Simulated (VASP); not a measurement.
Here is a VASP 6.6.1 calculation.

Contents of POSCAR:

```
C
1.0
    2.5098396852      0.0000000000      0.0000000000
   -1.2549198426      2.1735849268      0.0000000000
    0.0000000000      0.0000000000      8.4873327404
C
8
Direct
    0.0000000000      0.0000000000      0.0929334757
    0.0000000000      0.0000000000      0.5929334757
    0.0000000000      0.0000000000      0.4070665243
    0.0000000000      0.0000000000      0.9070665243
    0.3333333333      0.6666666667      0.1554962089
    0.6666666667      0.3333333333      0.6554962089
    0.3333333333      0.6666666667      0.3445037911
    0.6666666667      0.3333333333      0.8445037911
```

Contents of INCAR.step1:

```
PREC = Accurate
ENCUT = 520
ISMEAR = 0
SIGMA = 0.05
LREAL = F
LASPH = T
NELM = 80
NBANDS = 26
GGA = PE
ALGO = Normal
EDIFF = 1E-4
LWAVE = T
LCHARG = F
```

The input INCAR.step2:

```
PREC = Accurate
ENCUT = 520
EDIFF = 1E-6
ISMEAR = 0
SIGMA = 0.05
LREAL = F
LASPH = T
NELM = 80
ALGO = Normal
ISIF = 2
LWAVE = F
LCHARG = F
METAGGA = R2SCAN
LMIXTAU = T
NBANDS = 26
ISTART = 1
```

The input KPOINTS:

```
regular mesh
0
Gamma
  12 12 4
```

Potentials or basis: VASP PAW PBE potentials, release 64 (C).

Launch:

```sh
$ cat potpaw_PBE.64/C/POTCAR > POTCAR
$ cp INCAR.step1 INCAR
$ mpirun -np 1 vasp_std > vasp.out
$ cp INCAR.step2 INCAR
$ mpirun -np 1 vasp_std > vasp.out
```

(1) Predict the largest force.

(2) Predict the pressure.

## Answers

(1) 0.055 eV/Å.

(2) -9.3 GPa.

Caveat: the cell differs from its parent crystal (strain +0.000 along x and y, +0.025 along z); the PAW data sets were made with another functional, which shifts forces and pressure a little.
